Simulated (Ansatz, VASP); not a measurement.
# BN: VASP beside Ansatz

```
B N
1.0
    -2.50644    0.00000    0.00000
    -1.25322   -2.17064    0.00000
    -2.50656   -1.44717   13.23369
B N
4 4
Direct
  0.74997 0.74997 0.87500
  0.08332 0.08332 0.37500
  0.58333 0.58333 0.12500
  0.24998 0.24998 0.62500
  0.25000 0.25000 0.12500
  0.91665 0.91665 0.62500
  0.08330 0.08330 0.87500
  0.41665 0.41665 0.37500
```

Alike in both runs: task single point; functional PBE; dispersion D3(BJ); k mesh 10 × 10 × 2; occupations gaussian, width 0.05 eV; no spin polarisation.

|  | VASP | Ansatz |
| --- | --- | --- |
| version | VASP 6.6.1 | Ansatz 0.2.0 |
| potentials or method | VASP PAW PBE potentials, release 64 (B, N), cutoff 520 eV | scalar-relativistic, plane waves, PAW |
| valence electrons in the cell | 32 | 32 |

Ansatz gave:

| Quantity | Value |
| --- | --- |
| gap on the k mesh at the Fermi level (eV) | 4.14 |
| least direct gap on the mesh (eV) | 4.25 |
| pressure (GPa) | 0.0 |
| traceless stress, the component that is largest in VASP (GPa) | 0.10 |
| rms of the force components (eV/Å) | 0.005 |

Q: Which values does VASP return?

A: gap on the k mesh at the Fermi level (eV): 4.13; least direct gap on the mesh (eV): 4.25; pressure (GPa): 0.0; traceless stress, the component that is largest in VASP (GPa): -0.09; rms of the force components (eV/Å): 0.005.

Atom by atom the forces differ by 0.000 eV/Å (rms over components).
